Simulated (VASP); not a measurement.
# W3C2 (P-3m1) in VASP: relaxation of cell and atoms with PBE

Aim: the relaxation of cell and atoms of W3C2 with PBE.

All numbers are computed with VASP 6.6.1; they aren't measurements. Logs are shortened: lines on timing, memory, paths and dates and some standing lists are left out, and cuts for length are marked.

### Step 1. The cell of the first run

The structure is trigonal, space group P-3m1 (No. 164). The conventional cell has a = 3.025 Å, b = 3.025 Å, c = 7.402 Å, α = 90.00°, β = 90.00°, γ = 120.00°. W (site symmetry -3m) has 6 C at 2.19 Å within 2.9 Å. Within 2.8 Å of W (site symmetry 3m) lie 3 C at 2.13 Å. C (site symmetry 3m) has 6 W at 2.13 to 2.19 Å within 2.8 Å.

### Step 2. Relaxation of cell and atoms, PBE

The input, INCAR:

```
SYSTEM = W3C2
PREC     = Accurate       ! precision mode
ENCUT    = 600            ! plane-wave cutoff, eV
EDIFF    = 1E-7           ! SCF threshold, eV
ISMEAR   = 0              ! smearing method
SIGMA    = 0.1            ! smearing width, eV
LREAL    = .False.        ! projectors in reciprocal space
LASPH    = .True.         ! aspherical terms in the spheres
NELM     = 100            ! most SCF steps
ALGO     = Normal         ! electronic algorithm
ISIF     = 3              ! what is computed and relaxed
LWAVE    = .False.        ! write WAVECAR
LCHARG   = .False.        ! write CHGCAR
GGA      = PE             ! functional
IBRION   = 2              ! ionic algorithm
NSW      = 100            ! ionic steps
EDIFFG   = -0.01          ! ionic threshold
```

The input, KPOINTS:

```
Automatic mesh
0
Gamma
  15 15 6
  0 0 0
```

The input, POSCAR:

```
W3C2
1.0
    3.0246279271      0.0000000000      0.0000000000
   -1.5123139636      2.6194046219      0.0000000000
    0.0000000000      0.0000000000      7.4016719701
W C
3 2
Direct
    0.0000000000      0.0000000000      0.0000000000
    0.3333333333      0.6666666667      0.6565897309
    0.6666666667      0.3333333333      0.3434102691
    0.3333333333      0.6666666667      0.1774828895
    0.6666666667      0.3333333333      0.8225171105
```

Potentials or basis: VASP PAW PBE potentials, release 64 (W_sv, C).

The run is started by

```bash
cat potpaw_PBE.64/W_sv/POTCAR potpaw_PBE.64/C/POTCAR > POTCAR
mpirun -np 1 vasp_std > vasp.out
```

OUTCAR:

```text
SYSTEM = W3C2
   PREC = Accurate
   ENCUT = 600
   EDIFF = 1E-7
   ISMEAR = 0
   LREAL = .False.
   LASPH = .True.
   NELM = 100
   ISIF = 3
   GGA = PE
   IBRION = 2
   NSW = 100
   EDIFFG = -0.01

 ion  position               nearest neighbor table
   1  0.000  0.000  0.000-   4 2.19   5 2.19   5 2.19   4 2.19   5 2.19   4 2.19   2 3.08   3 3.08
                             2 3.08   3 3.08   3 3.08   2 3.08
   2  0.333  0.667  0.657-   5 2.13   5 2.13   5 2.13   3 2.90   3 2.90   3 2.90   1 3.08   1 3.08
                             1 3.08
   3  0.667  0.333  0.343-   4 2.13   4 2.13   4 2.13   2 2.90   2 2.90   2 2.90   1 3.08   1 3.08
                             1 3.08
   4  0.333  0.667  0.177-   3 2.13   3 2.13   3 2.13   1 2.19   1 2.19   1 2.19
   5  0.667  0.333  0.823-   2 2.13   2 2.13   2 2.13   1 2.19   1 2.19   1 2.19

  LATTYP: Found a hexagonal cell.
 ALAT       =     3.0246279271
 C/A-ratio  =     2.4471347050

  Lattice vectors:

 A1 = (   3.0246279271,   0.0000000000,   0.0000000000)
 A2 = (  -1.5123139636,   2.6194046219,   0.0000000000)
 A3 = (   0.0000000000,   0.0000000000,   7.4016719701)

Analysis of symmetry for initial positions (statically):
=====================================================================
 Subroutine PRICEL returns:
 Original cell was already a primitive cell.

 Routine SETGRP: Setting up the symmetry group for a
 hexagonal supercell.

 Subroutine GETGRP returns: Found 12 space group operations
 (whereof 12 operations were pure point group operations)
 out of a pool of 24 trial point group operations.

The static configuration has the point symmetry D_3d.

Analysis of symmetry for dynamics (positions and initial velocities):
=====================================================================
 Subroutine PRICEL returns:
 Original cell was already a primitive cell.

 Routine SETGRP: Setting up the symmetry group for a
 hexagonal supercell.

 Subroutine GETGRP returns: Found 12 space group operations
 (whereof 12 operations were pure point group operations)
 out of a pool of 24 trial point group operations.

The dynamic configuration has the point symmetry D_3d.

 Subroutine INISYM returns: Found 12 space group operations
 (whereof 12 operations are pure point group operations),
 and found     1 'primitive' translations

----------------------------------------------------------------------------------------

                                     Primitive cell

  volume of cell :      58.6414

  direct lattice vectors                    reciprocal lattice vectors
     3.024627927  0.000000000  0.000000000     0.330619178  0.190883072  0.000000000
    -1.512313964  2.619404622  0.000000000     0.000000000  0.381766143  0.000000000
     0.000000000  0.000000000  7.401671970     0.000000000  0.000000000  0.135104609

  length of vectors
     3.024627927  3.024627927  7.401671970     0.381766143  0.381766143  0.135104609

  position of ions in fractional coordinates (direct lattice)
     0.000000000  0.000000000  0.000000000
     0.333333333  0.666666667  0.656589731
     0.666666667  0.333333333  0.343410269
     0.333333333  0.666666667  0.177482889
     0.666666667  0.333333333  0.822517111

  ion indices of the primitive-cell ions
   primitive index   ion index
                 1           1
                 2           2
                 3           3
                 4           4
                 5           5

----------------------------------------------------------------------------------------

 KPOINTS: Automatic mesh

Automatic generation of k-mesh.
 Grid dimensions read from file:
 generate k-points for:   15   15    6

 Generating k-lattice:

  Cartesian coordinates                     Fractional coordinates (reciprocal lattice)
     0.022041279  0.012725538  0.000000000     0.066666667  0.000000000  0.000000000
     0.000000000  0.025451076  0.000000000     0.000000000  0.066666667  0.000000000
     0.000000000  0.000000000  0.022517435     0.000000000  0.000000000  0.166666667

  Length of vectors
     0.025451076  0.025451076  0.022517435

  Shift w.r.t. Gamma in fractional coordinates (k-lattice)
     0.000000000  0.000000000  0.000000000

 Subroutine IBZKPT returns following result:
 ===========================================

 Found    146 irreducible k-points:

 Following reciprocal coordinates:
            Coordinates               Weight
  0.000000  0.000000  0.000000      1.000000
  0.066667  0.000000  0.000000      6.000000
  0.133333  0.000000  0.000000      6.000000
  0.200000 -0.000000  0.000000      6.000000
  0.266667  0.000000  0.000000      6.000000
  0.333333  0.000000  0.000000      6.000000
[... 16 lines left out ...]
  0.333333  0.200000  0.000000     12.000000
  0.400000  0.200000  0.000000      6.000000
 [... further k-points ...]
   k-points           NKPTS =    146   k-points in BZ     NKDIM =    146   number of bands    NBANDS=     30
   number of dos      NEDOS =    301   number of ions     NIONS =      5
   total plane-waves  NPLWV =  34560
   dimension x,y,z NGX =    24 NGY =   24 NGZ =   60
   dimension x,y,z NGXF=    48 NGYF=   48 NGZF=  120
   ions per type =               3   2
   NGX,Y,Z   is equivalent  to a cutoff of  13.19, 13.19, 13.48 a.u.
   NGXF,Y,Z  is equivalent  to a cutoff of  26.38, 26.38, 26.95 a.u.
 SYSTEM =  W3C2
   PREC   = accura    normal or accurate (medium, high low for compatibility)
   ISTART =      0    job   : 0-new  1-cont  2-samecut
   ICHARG =      2    charge: 1-file 2-atom 10-const
   ISPIN  =      1    spin polarized calculation?
   LNONCOLLINEAR =      F non collinear calculations
   LSORBIT =      F    spin-orbit coupling
   LASPH  =      T    aspherical Exc in radial PAW
   ENCUT  =  600.0 eV  44.10 Ry    6.64 a.u.   6.04  6.04 14.78*2*pi/ulx,y,z
   NELM   =    100;   NELMIN=  2; NELMDL= -5     # of ELM steps
   EDIFF  = 0.1E-06   stopping-criterion for ELM
   LREAL  =      F    real-space projection
   EDIFFG = -.1E-01   stopping-criterion for IOM
   NSW    =    100    number of steps for IOM
   IBRION =      2    ionic relax: 0-MD 1-quasi-New 2-CG
   NFREE  =      1    steps in history (QN), initial steepest desc. (CG)
   ISIF   =      3    stress and relaxation
   ISYM   =      2    0-nonsym 1-usesym 2-fastsym
   POTIM  = 0.5000    time-step for ionic-motion
   TEBEG  =    0.0;   TEEND  =   0.0 temperature during run
   PSTRESS=    0.0 pullay stress
   NELECT =      50.0000    total number of electrons
   NUPDOWN=      -1.0000    fix difference up-down
   EMIN   =  10.00;   EMAX   =-10.00  energy-range for DOS
   EFERMI =   0.00;   METHOD = LEGACY
   ISMEAR =     0;   SIGMA  =   0.10  broadening in eV -4-tet -1-fermi 0-gaus
   EFERMI_NEDOS =   21; number of points for ismear=-14 and -15
   IALGO  =     38    algorithm
   IMIX   =      4    mixing-type and parameters
     AMIX     =   0.40;   BMIX     =  1.00
     AMIX_MAG =   1.60;   BMIX_MAG =  1.00
  volume/ion in A,a.u.               =      11.73        79.15
  Fermi-wavevector in a.u.,A,eV,Ry     =   1.552375  2.933564 32.788256  2.409869
  Thomas-Fermi vector in A             =   2.656760
   LORBIT       =      0    0 simple, 1 ext, 2 COOP (PROOUT), +10 PAW based schemes
   GGA     = PE    functional components
   LHFCALC =     F    Hartree Fock is set to
   AEXX    =    0.0000 exact exchange contribution
   IVDW    =     0    specifies the selected vdW correction
   LEPSILON=     F    determine dielectric tensor
   LRPA    =     F    only Hartree local field effects (RPA)
 conjugate gradient relaxation of ions
 non-spin polarized calculation
 Gauss-broadening in eV      SIGMA  =   0.10
  energy-cutoff  :      600.00
  volume of cell :       58.64
 maximum number of plane-waves:      1989
   NGX = 13   NGY = 13   NGZ = 29

--------------------------------------- Ionic step        1  -------------------------------------------

 number of electron      49.9999995 magnetization

 Free energy of the ion-electron system (eV)
  ---------------------------------------------------
  ext. energy  EPLUGINS =         0.00000000
  ---------------------------------------------------
  free energy    TOTEN  =       -56.55414429 eV

  energy without entropy =      -56.53681501  energy(sigma->0) =      -56.54547965

------------------------ aborting loop because EDIFF is reached ----------------------------------------

  FORCE on cell =-STRESS in cart. coord.  units (eV):
  Direction    XX          YY          ZZ          XY          YZ          ZX
  --------------------------------------------------------------------------------------
  -------------------------------------------------------------------------------------
  Total        0.3147569      0.3147569      0.1964631     -0.0000000      0.0000000     -0.0000000
  in kB        8.5996632      8.5996632      5.3676874     -0.0000000      0.0000000     -0.0000000
  external PRESSURE =       7.5223379 kB  Pullay stress =       0.0000000 kB

 VOLUME and BASIS-vectors are now :
 -----------------------------------------------------------------------------
  energy-cutoff  :      600.00
  volume of cell :       58.64
      direct lattice vectors                 reciprocal lattice vectors
     3.024627927  0.000000000  0.000000000     0.330619178  0.190883072  0.000000000
    -1.512313964  2.619404622  0.000000000     0.000000000  0.381766143  0.000000000
     0.000000000  0.000000000  7.401671970     0.000000000  0.000000000  0.135104609
[... 196 lines left out ...]
 POSITION                                       TOTAL-FORCE (eV/Angst)
 -----------------------------------------------------------------------------------
     -1.51584      2.62550      0.00000         0.000000     -0.000000      0.000000
     -0.00000      1.75034      4.87328        -0.000000      0.000000      0.002999
      1.51584      0.87517      2.52364         0.000000     -0.000000     -0.002999
     -0.00000      1.75034      1.31680         0.000000     -0.000000     -0.011156
      1.51584      0.87517      6.08012        -0.000000      0.000000      0.011156
 -----------------------------------------------------------------------------------
    total drift:                               -0.000000     -0.000000      0.000000

  FREE ENERGIE OF THE ION-ELECTRON SYSTEM (eV)
  ---------------------------------------------------
  free  energy   TOTEN  =       -56.5625184990 eV

  energy  without entropy=      -56.5468732036  energy(sigma->0) =      -56.55469585

--------------------------------------- Ionic step        7  -------------------------------------------

 number of electron      49.9999998 magnetization

 Free energy of the ion-electron system (eV)
  ---------------------------------------------------
  ext. energy  EPLUGINS =         0.00000000
  ---------------------------------------------------
  free energy    TOTEN  =       -56.56251488 eV

  energy without entropy =      -56.54689024  energy(sigma->0) =      -56.55470256

 E-fermi :  11.8420     XC(G=0): -13.5853

 val. band max:       11.8340071150   @ k =   0.3333   0.0000   0.1667
 cond. band min:      11.8425278974   @ k =   0.2000   0.2000   0.5000
 fundamental gap:      0.0085207824
 Fermi energy:        11.8420081974

 k-point     1 :       0.0000    0.0000    0.0000
  band No.  band energies     occupation
      1     -63.7678      2.00000
      2     -62.6789      2.00000
      3     -62.6431      2.00000
      4     -28.1456      2.00000
      5     -27.7708      2.00000
      6     -27.7708      2.00000
[... 781 lines left out ...]
     29      13.9744      0.00000
     30      14.6267      0.00000

 [... further k-points ...]

------------------------ aborting loop because EDIFF is reached ----------------------------------------

  FORCE on cell =-STRESS in cart. coord.  units (eV):
  Direction    XX          YY          ZZ          XY          YZ          ZX
  --------------------------------------------------------------------------------------
  -------------------------------------------------------------------------------------
  Total       -0.0067565     -0.0067565      0.0192715      0.0000000     -0.0000000     -0.0000000
  in kB       -0.1838455     -0.1838455      0.5243777      0.0000000     -0.0000000     -0.0000000
  external PRESSURE =       0.0522289 kB  Pullay stress =       0.0000000 kB

 VOLUME and BASIS-vectors are now :
 -----------------------------------------------------------------------------
  energy-cutoff  :      600.00
  volume of cell :       58.88
      direct lattice vectors                 reciprocal lattice vectors
     3.032057034 -0.000000000 -0.000000000     0.329809099  0.190415372  0.000000000
    -1.516028517  2.625838417  0.000000000     0.000000000  0.380830745 -0.000000000
    -0.000000000  0.000000000  7.395634899     0.000000000 -0.000000000  0.135214895

 POSITION                                       TOTAL-FORCE (eV/Angst)
 -----------------------------------------------------------------------------------
      3.03206     -0.00000     -0.00000         0.000000     -0.000000      0.000000
     -0.00000      1.75056      4.87259        -0.000000      0.000000      0.002806
      1.51603      0.87528      2.52304         0.000000     -0.000000     -0.002806
     -0.00000      1.75056      1.31621         0.000000     -0.000000     -0.005003
      1.51603      0.87528      6.07943        -0.000000      0.000000      0.005003
 -----------------------------------------------------------------------------------
    total drift:                                0.000000      0.000000     -0.000000

  FREE ENERGIE OF THE ION-ELECTRON SYSTEM (eV)
  ---------------------------------------------------
  free  energy   TOTEN  =       -56.5625148786 eV

  energy  without entropy=      -56.5468902441  energy(sigma->0) =      -56.55470256

 reached required accuracy - stopping structural energy minimisation
```

It took 13 min on 1 thread of Intel Xeon Platinum 8488C (Sapphire Rapids), shared host; peak memory 0.38 GiB.

Results:

```yaml
Free_energy: -56.5625 eV
Relaxed_volume: 11.78 Å³/atom
Relaxed_cell: a = 3.032 Å, b = 3.032 Å, c = 7.396 Å, α = 90.00°, β = 90.00°, γ = 120.00°
Space_group_after_relaxing_to_0.05_Å: P-3m1 (No. 164)
Energy_gained_by_relaxing: 1.7 meV/atom
Ionic_steps: 7
Pressure_after_relaxing: 0.0 GPa
Largest_force_after_relaxing: 0.005 eV/Å
Band_gap_on_the_k_mesh: zero (band 25 reaches 12.80 eV, above the bottom of band 26 at 10.74 eV)
```

Forces in eV/Å, atoms in the order of the input:
```
W    0.000  0.000  0.000
W    0.000  0.000  0.003
W    0.000  0.000 -0.003
C    0.000  0.000 -0.005
C    0.000  0.000  0.005
```

Step by step:
```tsv
step	energy change (eV)	largest force (eV/Å)	pressure (GPa)	volume (Å³)
1	0.0000	0.4220	0.75	58.64
2	-0.0064	0.1237	-1.13	59.11
3	-0.0078	0.0530	-0.60	58.97
4	-0.0071	0.0863	1.44	58.66
5	-0.0082	0.0411	0.14	58.85
6	-0.0084	0.0112	0.03	58.88
7	-0.0084	0.0050	0.01	58.88
```

Final structure:
```cif
data_structure
_symmetry_space_group_name_H-M 'P 1'
_symmetry_Int_Tables_number 1
_cell_length_a 3.0321
_cell_length_b 3.0321
_cell_length_c 7.3956
_cell_angle_alpha 90.000
_cell_angle_beta 90.000
_cell_angle_gamma 120.000
_cell_volume 58.88
loop_
_atom_site_label
_atom_site_type_symbol
_atom_site_fract_x
_atom_site_fract_y
_atom_site_fract_z
_atom_site_occupancy
W1 W 0.00000 0.00000 0.00000 1
W2 W 0.33333 0.66667 0.65885 1
W3 W 0.66667 0.33333 0.34115 1
C1 C 0.33333 0.66667 0.17797 1
C2 C 0.66667 0.33333 0.82203 1
```

Levels at points of the mesh, in eV from the Fermi level:
```csv
k point,band 22,band 23,band 24,band 25,band 26,band 27,band 28,band 29
"(0.00, 0.00, 0.00)",-2.30,-2.30,-1.99,-0.16,-0.16,0.36,0.36,0.61
"(0.00, 0.00, 0.50)",-2.52,-2.13,-2.13,-0.84,-0.84,-0.67,-0.67,1.21
```

Caveat: spin-orbit coupling is left out, which moves the levels of the heavy elements.
